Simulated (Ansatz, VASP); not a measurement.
**Two plane-wave programs on TaN**

```xyz
2
Lattice="2.9380 0.0000 0.0000 -1.4690 2.5444 0.0000 0.0000 0.0000 2.8830" Properties=species:S:1:pos:R:3 pbc="T T T"
Ta    0.0000    1.6963    1.4415
N     0.0433    0.0433    0.0433
```

Change from the starting cell: all N atoms moved +0.075 Å, as atom 2 along Cartesian [1 1 1].

Alike in both runs: task single point; functional r2SCAN; k mesh 18 × 18 × 16; occupations gaussian, width 0.15 eV; no spin polarisation.

```csv
,VASP,Ansatz
version,VASP 6.6.1,Ansatz 0.2.0
potentials or method,"VASP PAW PBE potentials, release 64 (Ta_pv, N), cutoff 520 eV","scalar-relativistic, plane waves, PAW"
valence electrons in the cell,16,18
```

Ansatz gave:

- gap on the k mesh at the Fermi level (eV): none
- pressure (GPa): 0.7
- traceless stress, the component that is largest in VASP (GPa): 0.91
- rms of the force components (eV/Å): 0.592

Q: Which values does VASP return?

A: gap on the k mesh at the Fermi level (eV): none; pressure (GPa): 2.3; traceless stress, the component that is largest in VASP (GPa): 1.05; rms of the force components (eV/Å): 0.594.

VASP's potentials were made for PBE, not for r2SCAN. Atom by atom the forces differ by 0.003 eV/Å (rms over components). A gap of «none» marks a metal or a gap that the smearing closes. With one functional, cell and mesh, what is left measures potentials, basis and numerics. VASP's potentials hold 16 valence electrons a cell and Ansatz's 18, so a difference there can come from the potentials and not from the codes.

Spin-orbit coupling is off throughout.
